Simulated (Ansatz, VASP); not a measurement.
# Two plane-wave programs on WS2

INCAR

```
SYSTEM = WS2
ALGO     = Normal         ! electronic algorithm
EDIFF    = 1E-6           ! SCF threshold, eV
ENCUT    = 520            ! plane-wave cutoff, eV
GGA      = PS             ! functional
ISIF     = 2              ! what is computed and relaxed
ISMEAR   = 0              ! smearing method
IVDW     = 12             ! dispersion correction
LASPH    = .TRUE.         ! aspherical terms in the spheres
LCHARG   = .TRUE.         ! write CHGCAR
LELF     = .TRUE.         ! ELF
LREAL    = .FALSE.        ! projectors in reciprocal space
LVHAR    = .TRUE.       
LWAVE    = .FALSE.        ! write WAVECAR
NBANDS   = 20             ! bands
NELM     = 100            ! most SCF steps
PREC     = Accurate       ! precision mode
SIGMA    = 0.05           ! smearing width, eV
```

File KPOINTS:

```
k-points
0
G
  12 12 2
  0 0 0
```

The input POSCAR:

```
WS2
1.0
    3.1239380587      0.0000000000      0.0000000000
   -1.5619690294      2.7054097187      0.0000000000
    0.0000000000      0.0000000000     16.9375357456
W S
1 2
Direct
    0.3333333333      0.6666666667      0.0016144304
    0.6472040529      0.3333333333      0.9025223990
    0.6861292805      0.3333333333      0.0882200560
```

Input for Ansatz:

```yaml
crystal:
  lattice:
    - [3.1239380587, 0.0, 0.0]
    - [-1.5619690294, 2.7054097187, 0.0]
    - [0.0, 0.0, 16.9375357456]
  atoms:
    - { symbol: W, position: [0.3333333333, 0.6666666667, 0.0016144304] }
    - { symbol: S, position: [0.6472040529, 0.3333333333, 0.902522399] }
    - { symbol: S, position: [0.6861292805, 0.3333333333, 0.088220056] }
basis:
  ecutwfc: 420
kpoints:
  mp_grid: { grid: [12, 12, 2] }
hamiltonian:
  xc: pbesol
  pseudopotentials: { kind: paw, azcp: { folder: soft_1 } }
  dispersion: d3bj
scf:
  occupations: { method: gaussian, width: 0.05 }
output:
  forces: true
  stress: true
  eigenvalues: true
```

Change from the starting cell: mode 4 frozen in at -0.061 Å and mode 9 at -0.078 Å (largest displacements).

Alike in both runs: task single point; functional PBEsol; dispersion D3(BJ); k mesh 12 × 12 × 2; occupations gaussian, width 0.05 eV; no spin polarisation.

|  | VASP | Ansatz |
| --- | --- | --- |
| version | VASP 6.6.1 | Ansatz 0.2.0 |
| potentials or method | VASP PAW PBE potentials, release 64 (W_sv, S), cutoff 520 eV | scalar-relativistic, plane waves, PAW |
| valence electrons in the cell | 26 | 26 |

VASP gave:

```
gap on the k mesh at the Fermi level (eV) : 1.89
least direct gap on the mesh (eV)         : 2.03
rms of the force components (eV/Å)        : 1.521
```

Problem. Estimate Ansatz's values.

Solution. gap on the k mesh at the Fermi level (eV): 1.88; least direct gap on the mesh (eV): 2.03; rms of the force components (eV/Å): 1.518.

VASP's potentials were made for PBE, not for PBEsol, and Ansatz warns of the same on its side. Atom by atom the forces differ by 0.010 eV/Å (rms over components).

Neither program's run includes spin-orbit coupling.
